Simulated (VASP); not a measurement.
Input of a VASP 6.6.1 run:

Contents of INCAR:

```
SYSTEM = C
ALGO = Normal
EDIFF = 1E-6
ENCUT = 520
GGA = CA
ISIF = 2
ISMEAR = 0
LASPH = .True.
LCHARG = .True.
LELF = .True.
LREAL = .False.
LVHAR = .True.
LWAVE = .False.
NBANDS = 11
NELM = 100
PREC = Accurate
SIGMA = 0.03
```

The input KPOINTS:

```
k-points
0
Gamma
  16 16 16
  0 0 0
```

POSCAR

```
C
1.0
    0.0000000000      2.1166507492      3.3597492418
    1.2411264377      0.0000000000      3.3597492418
    1.2411264377      2.1166507492      0.0000000000
C
2
Direct
    0.1667065656      0.8332934344      0.1667065656
    0.8332934344      0.1667065656      0.8332934344
```

Potentials or basis: VASP PAW LDA potentials, release 64 (C).

Run with:

```console
$ cat potpaw_LDA.64/C/POTCAR > POTCAR
$ mpirun -np 1 vasp_std > vasp.out
```

**Question.** Estimate the pressure.

**Answer.** -5.3 GPa.

**Question.** What does it give for the largest force?

**Answer.** 0.157 eV/Å.

**Question.** Predict the band gap on the k mesh.

**Answer.** 0.22 eV, indirect (least direct gap 0.39 eV).

Forces in eV/Å, atoms in the order of the input:
```
C    0.000  0.157  0.000
C    0.000 -0.157  0.000
```

Caveat: the cell differs from its parent crystal (strain +0.0150 x Voigt [1, 0, 0, 0, 0, 0]). A k mesh can miss the band edges.
